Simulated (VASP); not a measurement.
# Ge (P6/mmm) in VASP: a series of runs

Runs on Ge. Level: PBE. Tasks: single point, relaxation of cell and atoms.

Program: VASP 6.6.1. These are calculated values, not measurements. Logs are shortened: lines on timing, memory, paths and dates and some standing lists are left out, and cuts for length are marked.

## 1. The cell of the first run

Symmetry: P6/mmm, No. 191, hexagonal system. Conventional cell: a = 2.835 Å, b = 2.835 Å, c = 2.823 Å, α = 90.00°, β = 90.00°, γ = 120.00°. Within 3.7 Å of Ge (site symmetry 6/mmm) lie 8 Ge at 2.82 to 2.83 Å.

## 2. Single point, PBE

Input file INCAR:

```
PREC = Accurate
ENCUT = 520
EDIFF = 1E-7
ISMEAR = 0
SIGMA = 0.1
LREAL = False
LASPH = True
NELM = 60
ALGO = Normal
ISIF = 2
LWAVE = False
LCHARG = True
GGA = PE
LELF = True
LVHAR = True
NBANDS = 21
```

Input file KPOINTS:

```
Automatic mesh
0
Gamma
  6 6 4
```

Input file POSCAR:

```
Ge
1.0
    2.8349581988      0.0000000026      0.0000000000
   -1.4174791017      2.4551458175      0.0000000000
    0.0000000000      0.0000000000      5.6459273721
Ge
2
Direct
    0.0000000000      0.0000000000      0.7499952554
    0.0000000000      0.0000000000      0.2500047446
```

Potentials or basis: VASP PAW PBE potentials, release 64 (Ge_d).

Command:

```bash
cat potpaw_PBE.64/Ge_d/POTCAR > POTCAR
mpirun -np 1 vasp_std > vasp.out
```

OUTCAR:

```text
PREC = Accurate
   ENCUT = 520
   EDIFF = 1E-7
   ISMEAR = 0
   LREAL = False
   LASPH = True
   NELM = 60
   ISIF = 2
   GGA = PE

 ion  position               nearest neighbor table
   1  0.000  0.000  0.750-   2 2.82   2 2.82
   2  0.000  0.000  0.250-   1 2.82   1 2.82

  LATTYP: Found a hexagonal cell.
 ALAT       =     2.8349581988
 C/A-ratio  =     1.9915381378

  Lattice vectors:

 A1 = (   2.8349581988,   0.0000000026,   0.0000000000)
 A2 = (  -1.4174791017,   2.4551458175,   0.0000000000)
 A3 = (   0.0000000000,   0.0000000000,   5.6459273721)

Analysis of symmetry for initial positions (statically):
=====================================================================
 Subroutine PRICEL returns:
 Original cell was already a primitive cell.

 Routine SETGRP: Setting up the symmetry group for a
 hexagonal supercell.

 Subroutine GETGRP returns: Found 24 space group operations
 (whereof 24 operations were pure point group operations)
 out of a pool of 24 trial point group operations.

The static configuration has the point symmetry D_6h.

Analysis of symmetry for dynamics (positions and initial velocities):
=====================================================================
 Subroutine PRICEL returns:
 Original cell was already a primitive cell.

 Routine SETGRP: Setting up the symmetry group for a
 hexagonal supercell.

 Subroutine GETGRP returns: Found 24 space group operations
 (whereof 24 operations were pure point group operations)
 out of a pool of 24 trial point group operations.

The dynamic configuration has the point symmetry D_6h.

 Subroutine INISYM returns: Found 24 space group operations
 (whereof 24 operations are pure point group operations),
 and found     1 'primitive' translations

----------------------------------------------------------------------------------------

                                     Primitive cell

  volume of cell :      39.2970

  direct lattice vectors                    reciprocal lattice vectors
     2.834958199  0.000000003  0.000000000     0.352738887  0.203653892  0.000000000
    -1.417479102  2.455145818  0.000000000    -0.000000000  0.407307783  0.000000000
     0.000000000  0.000000000  5.645927372     0.000000000  0.000000000  0.177118821

  length of vectors
     2.834958199  2.834958199  5.645927372     0.407307783  0.407307783  0.177118821

  position of ions in fractional coordinates (direct lattice)
     0.000000000  0.000000000  0.749995255
     0.000000000  0.000000000  0.250004745

[... 69 lines left out ...]
   LASPH  =      T    aspherical Exc in radial PAW
   ENCUT  =  520.0 eV  38.22 Ry    6.18 a.u.   5.27  5.27 10.50*2*pi/ulx,y,z
   NELM   =     60;   NELMIN=  2; NELMDL= -5     # of ELM steps
   EDIFF  = 0.1E-06   stopping-criterion for ELM
   LREAL  =      F    real-space projection
   EDIFFG = 0.1E-05   stopping-criterion for IOM
   NSW    =      0    number of steps for IOM
   IBRION =     -1    ionic relax: 0-MD 1-quasi-New 2-CG
   NFREE  =      0    steps in history (QN), initial steepest desc. (CG)
   ISIF   =      2    stress and relaxation
   ISYM   =      2    0-nonsym 1-usesym 2-fastsym
   POTIM  = 0.5000    time-step for ionic-motion
   TEBEG  =    0.0;   TEEND  =   0.0 temperature during run
   PSTRESS=    0.0 pullay stress
   NELECT =      28.0000    total number of electrons
   NUPDOWN=      -1.0000    fix difference up-down
   EMIN   =  10.00;   EMAX   =-10.00  energy-range for DOS
   EFERMI =   0.00;   METHOD = LEGACY
   ISMEAR =     0;   SIGMA  =   0.10  broadening in eV -4-tet -1-fermi 0-gaus
   EFERMI_NEDOS =   21; number of points for ismear=-14 and -15
   IALGO  =     38    algorithm
   IMIX   =      4    mixing-type and parameters
     AMIX     =   0.40;   BMIX     =  1.00
     AMIX_MAG =   1.60;   BMIX_MAG =  1.00
  volume/ion in A,a.u.               =      19.65       132.59
  Fermi-wavevector in a.u.,A,eV,Ry     =   1.462203  2.763164 29.089780  2.138039
  Thomas-Fermi vector in A             =   2.578444
   LORBIT       =      0    0 simple, 1 ext, 2 COOP (PROOUT), +10 PAW based schemes
   GGA     = PE    functional components
   LHFCALC =     F    Hartree Fock is set to
   AEXX    =    0.0000 exact exchange contribution
   IVDW    =     0    specifies the selected vdW correction
   LEPSILON=     F    determine dielectric tensor
   LRPA    =     F    only Hartree local field effects (RPA)
 non-spin polarized calculation
 Gauss-broadening in eV      SIGMA  =   0.10
  energy-cutoff  :      520.00
  volume of cell :       39.30
 maximum number of plane-waves:      1066
 NGX is ok and might be reduce to    24
   NGX = 11   NGY = 11   NGZ = 21

 number of electron      27.9999999 magnetization

 Free energy of the ion-electron system (eV)
  ---------------------------------------------------
  ext. energy  EPLUGINS =         0.00000000
  ---------------------------------------------------
  free energy    TOTEN  =        -8.56638437 eV

  energy without entropy =       -8.55813531  energy(sigma->0) =       -8.56225984

 E-fermi :   6.2969     XC(G=0): -11.0222

 val. band max:        6.2517496524   @ k =   0.3333   0.1667   0.2500
 cond. band min:       6.4153434061   @ k =   0.5000   0.0000   0.2500
 fundamental gap:      0.1635937536
 Fermi energy:         6.2968647907

 k-point     1 :       0.0000    0.0000    0.0000
  band No.  band energies     occupation
      1     -18.5128      2.00000
      2     -18.4574      2.00000
      3     -18.4574      2.00000
      4     -18.4514      2.00000
      5     -18.4514      2.00000
      6     -18.3814      2.00000
[... 493 lines left out ...]
     20      15.4585      0.00000
     21      15.4586      0.00000

------------------------ aborting loop because EDIFF is reached ----------------------------------------

  FORCE on cell =-STRESS in cart. coord.  units (eV):
  Direction    XX          YY          ZZ          XY          YZ          ZX
  --------------------------------------------------------------------------------------
  -------------------------------------------------------------------------------------
  Total        0.0200345      0.0200345      0.0748723     -0.0000000     -0.0000000      0.0000000
  in kB        0.8168276      0.8168276      3.0526182     -0.0000000     -0.0000000      0.0000000
  external PRESSURE =       1.5620911 kB  Pullay stress =       0.0000000 kB

 VOLUME and BASIS-vectors are now :
 -----------------------------------------------------------------------------
  energy-cutoff  :      520.00
  volume of cell :       39.30
      direct lattice vectors                 reciprocal lattice vectors
     2.834958199  0.000000003  0.000000000     0.352738887  0.203653892  0.000000000
    -1.417479102  2.455145818  0.000000000    -0.000000000  0.407307783  0.000000000
     0.000000000  0.000000000  5.645927372     0.000000000  0.000000000  0.177118821

 POSITION                                       TOTAL-FORCE (eV/Angst)
 -----------------------------------------------------------------------------------
      0.00000      0.00000      4.23442         0.000000      0.000000      0.000274
      0.00000      0.00000      1.41151        -0.000000     -0.000000     -0.000274
 -----------------------------------------------------------------------------------
    total drift:                                0.000000      0.000000      0.000000

  FREE ENERGIE OF THE ION-ELECTRON SYSTEM (eV)
  ---------------------------------------------------
  free  energy   TOTEN  =        -8.5663843702 eV

  energy  without entropy=       -8.5581353105  energy(sigma->0) =       -8.56225984
```

OSZICAR:

```text
N       E                     dE             d eps       ncg     rms          rms(c)
DAV:   1     0.175349701170E+03    0.17535E+03   -0.13984E+04  1011   0.375E+03
DAV:   2     0.156611641716E+02   -0.15969E+03   -0.15452E+03   892   0.587E+02
DAV:   3    -0.785736580552E+01   -0.23519E+02   -0.23250E+02  1008   0.133E+02
DAV:   4    -0.856928383218E+01   -0.71192E+00   -0.71139E+00  1000   0.265E+01
DAV:   5    -0.858002966667E+01   -0.10746E-01   -0.10746E-01  1026   0.357E+00    0.179E+00
DAV:   6    -0.856991243496E+01    0.10117E-01   -0.16771E-02  1195   0.206E+00    0.101E+00
DAV:   7    -0.856648523527E+01    0.34272E-02   -0.10859E-02  1195   0.146E+00    0.102E-01
DAV:   8    -0.856637792855E+01    0.10731E-03   -0.14310E-03  1116   0.695E-01    0.350E-02
DAV:   9    -0.856638527452E+01   -0.73460E-05   -0.39961E-05  1150   0.845E-02    0.454E-03
DAV:  10    -0.856638490019E+01    0.37432E-06   -0.23010E-06  1139   0.214E-02    0.104E-03
DAV:  11    -0.856638439385E+01    0.50635E-06   -0.88524E-08   778   0.321E-03    0.244E-04
DAV:  12    -0.856638437022E+01    0.23628E-07   -0.80108E-09   596   0.150E-03
   1 F= -.85663844E+01 E0= -.85622598E+01  d E =-.824906E-02
```

Wall time 10 s (1 thread of AMD EPYC 9R45 (Zen 5), shared host); peak memory 0.13 GiB.

What came out:

```
Free energy            : -8.5664 eV
Pressure               : 0.2 GPa
Band gap on the k mesh : zero (band 14 reaches 11.24 eV, above the bottom of band 15 at 4.01 eV)
```

Caveat: the k points lie up to 0.43 Å⁻¹ apart.

(Part 1 of 3 ends here.)
